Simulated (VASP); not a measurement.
A run of VASP 6.6.1:

The input INCAR:

```
SYSTEM = WC
PREC = Accurate
ENCUT = 520
EDIFF = 1E-6
ISMEAR = -1
SIGMA = 0.05
LREAL = .False.
LASPH = .True.
NELM = 60
ALGO = Normal
ISIF = 2
LWAVE = .False.
LCHARG = .True.
GGA = RP
LELF = .True.
LVHAR = .True.
NBANDS = 16
```

Contents of KPOINTS:

```
Automatic mesh
0
Gamma
  10 10 6
  0 0 0
```

POSCAR

```
WC
1.0
    1.6403461100     -2.1180379000      0.0000000000
    1.6403461100      2.1180379000      0.0000000000
    0.0000000000      0.0000000000      4.3094211000
W C
1 1
Direct
    0.5000000000      0.5000000000      0.5000000000
    0.0000000000      0.0000000000      0.0000000000
```

Potentials or basis: VASP PAW PBE potentials, release 64 (W_sv, C).

The run is started by

```console
$ cat potpaw_PBE.64/W_sv/POTCAR potpaw_PBE.64/C/POTCAR > POTCAR
$ mpirun -np 1 vasp_std > vasp.out
```

Hardware: 1 thread of AMD EPYC 9R45 96-Core Processor (Zen 5), with other jobs on the host.

**Question.** How long does it take, and how much memory?

**Answer.** Run time: 21 s on 1 thread of AMD EPYC 9R45 96-Core Processor (Zen 5), with other jobs on the host, peak memory 0.15 GiB. Counts: scf iterations 13, k points 124.
